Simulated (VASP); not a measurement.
A run of VASP 6.6.1 is set up as follows.

Contents of POSCAR:

```
PbO2
1.0
    0.0000000000      2.7375486038      2.7375486038
    2.7375486038      0.0000000000      2.7375486038
    2.7375486038      2.7375486038      0.0000000000
Pb O
1 2
Direct
    0.0000000000      0.0000000000      0.0000000000
    0.7500000000      0.7500000000      0.7500000000
    0.2500000000      0.2500000000      0.2500000000
```

Contents of INCAR.step1:

```
PREC = Accurate
ENCUT = 520
ISMEAR = -1
SIGMA = 0.05
LREAL = F
LASPH = T
NELM = 80
NBANDS = 20
GGA = PE
ALGO = Normal
EDIFF = 1E-4
LWAVE = T
LCHARG = F
```

Contents of INCAR.step2:

```
PREC = Accurate
ENCUT = 520
EDIFF = 1E-6
ISMEAR = -1
SIGMA = 0.05
LREAL = F
LASPH = T
NELM = 80
ALGO = Normal
ISIF = 2
LWAVE = F
LCHARG = F
METAGGA = R2SCAN
LMIXTAU = T
NBANDS = 20
ISTART = 1
```

KPOINTS

```
regular mesh
0
Gamma
  9 9 9
```

Potentials or basis: VASP PAW PBE potentials, release 64 (Pb_d, O).

Command:

```console
$ cat potpaw_PBE.64/Pb_d/POTCAR potpaw_PBE.64/O/POTCAR > POTCAR
$ cp INCAR.step1 INCAR
$ mpirun -np 1 vasp_std > vasp.out
$ cp INCAR.step2 INCAR
$ mpirun -np 1 vasp_std > vasp.out
```

Task: Estimate the band gap on the k mesh.

Result: Zero (band 13 reaches 4.74 eV, above the bottom of band 14 at 3.64 eV).

Task: Predict the pressure.

Result: -10.4 GPa.

Caveat: the PAW data sets were made with another functional, which shifts forces and pressure a little; spin-orbit coupling is left out, which moves the levels of the heavy elements.
